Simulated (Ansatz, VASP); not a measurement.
## One calculation of Sb5Se, two programs

File INCAR:

```
SYSTEM = Sb5Se
PREC = Accurate
ENCUT = 520
EDIFF = 1E-7
ISMEAR = 0
SIGMA = 0.1
LREAL = .False.
LASPH = .True.
NELM = 100
ALGO = Normal
ISIF = 2
LWAVE = .False.
LCHARG = .False.
GGA = PE
NBANDS = 24
```

File KPOINTS:

```
Automatic mesh
0
Gamma
  3 3 4
  0 0 0
```

Contents of POSCAR:

```
Sb5Se
1.0
    5.7771518900      0.0000000000      0.0000000000
   -2.8885759500      5.0031603000      0.0000000000
    0.0000000000      0.0000000000      5.4982405000
Sb Se
5 1
Direct
    0.3333333300      0.6666666700      0.5000000000
    0.0000000000      0.6707944300      0.0000000000
    0.6707944300      0.0000000000      0.0000000000
    0.3292055700      0.3292055700      0.0000000000
    0.6666666700      0.3333333300      0.5000000000
    0.0000000000      0.0000000000      0.5000000000
```

Input for Ansatz:

```yaml
crystal:
  lattice:
    - [5.77715189, 0.0, 0.0]
    - [-2.88857595, 5.0031603, 0.0]
    - [0.0, 0.0, 5.4982405]
  atoms:
    - { symbol: Sb, position: [0.33333333, 0.66666667, 0.5] }
    - { symbol: Sb, position: [0.0, 0.67079443, 0.0] }
    - { symbol: Sb, position: [0.67079443, 0.0, 0.0] }
    - { symbol: Sb, position: [0.32920557, 0.32920557, 0.0] }
    - { symbol: Sb, position: [0.66666667, 0.33333333, 0.5] }
    - { symbol: Se, position: [0.0, 0.0, 0.5] }
basis:
  ecutwfc: 420
kpoints:
  mp_grid: { grid: [3, 3, 4] }
hamiltonian:
  xc: pbe
scf:
  occupations: { method: gaussian, width: 0.1 }
  lower_state_search: "off"
output:
  forces: true
  stress: true
  eigenvalues: true
```

Change from the starting cell: species swapped into the MgAu5 type (P-62m, No. 189).

Alike in both runs: task single point; functional PBE; k mesh 3 × 3 × 4; occupations gaussian, width 0.1 eV; no spin polarisation.

```csv
,VASP,Ansatz
version,VASP 6.6.1,Ansatz 0.2.0
potentials or method,"VASP PAW PBE potentials, release 64 (Sb, Se), cutoff 520 eV","scalar-relativistic, plane waves, PAW"
valence electrons in the cell,31,91
```

```csv
,VASP,Ansatz,Ansatz less VASP
gap on the k mesh at the Fermi level (eV),none,none,-
pressure (GPa),-0.5,-0.3,+0.14
"traceless stress, the component that is largest in VASP (GPa)",0.15,0.15,+0.001
rms of the force components (eV/Å),0.047,0.047,0.0000
```

Atom by atom the forces differ by 0.000 eV/Å (rms over components). A gap of «none» marks a metal or a gap that the smearing closes. The functional is the same, so the differences come from potentials, cutoffs and numerics. VASP's potentials hold 31 valence electrons a cell and Ansatz's 91, so a difference there can come from the potentials and not from the codes.

The k mesh is coarse, so the values compare programs but aren't converged. Neither program's run includes spin-orbit coupling.
